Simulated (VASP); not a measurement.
Input of a VASP 6.6.1 run:

INCAR

```
SYSTEM = TiCo
  ALGO = Normal
  EDIFF = 1E-6
  ENCUT = 520
  GGA = PE
  ISIF = 2
  ISMEAR = -1
  ISPIN = 2
  LASPH = .True.
  LCHARG = .False.
  LMAXMIX = 4
  LORBIT = 11
  LREAL = .False.
  LWAVE = .False.
  MAGMOM = 2 1
  NBANDS = 22
  NELM = 150
  PREC = Accurate
  SIGMA = 0.05
```

File KPOINTS:

```
k-points
0
Gamma
  9 9 9
  0 0 0
```

POSCAR

```
TiCo
1.0
    2.9861109900      0.0000000000      0.0000000000
    0.0000000000      2.9861109900      0.0000000000
    0.0000000000      0.0000000000      2.9861109900
Co Ti
1 1
Direct
    0.5000000000      0.5000000000      0.5000000000
    0.0000000000      0.0000000000      0.0000000000
```

Potentials or basis: VASP PAW PBE potentials, release 64 (Co, Ti_sv).

Launch:

```bash
$ cat potpaw_PBE.64/Co/POTCAR potpaw_PBE.64/Ti_sv/POTCAR > POTCAR
$ mpirun -np 1 vasp_std > vasp.out
```

(1) What does it give for the net moment?

(2) Predict the pressure.

Answers

(1) 0.79 μB per cell.

(2) -1.1 GPa.
